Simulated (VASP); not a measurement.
Write the native input for VASP 6.6.1 that does the following.

| Quantity | Value |
| --- | --- |
| Task | single point |
| Functional | PBE |
| Potentials or basis | VASP PAW PBE potentials, release 64 (Ti_sv, Os) |
| Cutoff | 520 eV |
| k mesh | 6 × 6 × 6 |
| Occupations | gaussian, width 0.2 eV |
| Spin | no spin polarisation |
| Dipole correction | no |
| Further INCAR settings | ALGO = Normal; EDIFF = 1e-06; NBANDS = 26 |

The structure of TiOs3 lies in POSCAR:

```
TiOs3
1.0
    3.7255531773      0.0000000000      0.0000000000
    0.0000000000      3.7255531773      0.0000000000
    0.0000000000      0.0000000000      3.7255531773
Ti Os
1 3
Direct
    0.0000000000      0.0000000000      0.0000000000
    0.5000000000      0.5000000000      0.0000000000
    0.5000000000      0.0000000000      0.5000000000
    0.0000000000      0.5000000000      0.5000000000
```

One way to write it, as run:

INCAR

```
SYSTEM = TiOs3
  PREC = Accurate
  ENCUT = 520
  EDIFF = 1E-6
  ISMEAR = 0
  SIGMA = 0.2
  LREAL = .False.
  LASPH = .True.
  NELM = 80
  ALGO = Normal
  ISIF = 2
  LWAVE = .False.
  LCHARG = .True.
  GGA = PE
  LELF = .True.
  LVHAR = .True.
  NBANDS = 26
```

KPOINTS

```
Automatic mesh
0
Gamma
  6 6 6
  0 0 0
```

Potentials or basis: VASP PAW PBE potentials, release 64 (Ti_sv, Os).

The run is started by

```sh
$ cat potpaw_PBE.64/Ti_sv/POTCAR potpaw_PBE.64/Os/POTCAR > POTCAR
$ mpirun -np 1 vasp_std > vasp.out
```

Results of the run:

- Pressure: 51.1 GPa
- Band gap on the k mesh: zero (band 18 reaches 13.99 eV, above the bottom of band 19 at 9.41 eV)

Caveat: spin-orbit coupling is left out, which moves the levels of the heavy elements.

Run time: 13 s on 1 thread of Intel(R) Xeon(R) 6975P-C (Granite Rapids) (shared host), peak memory 0.16 GiB.
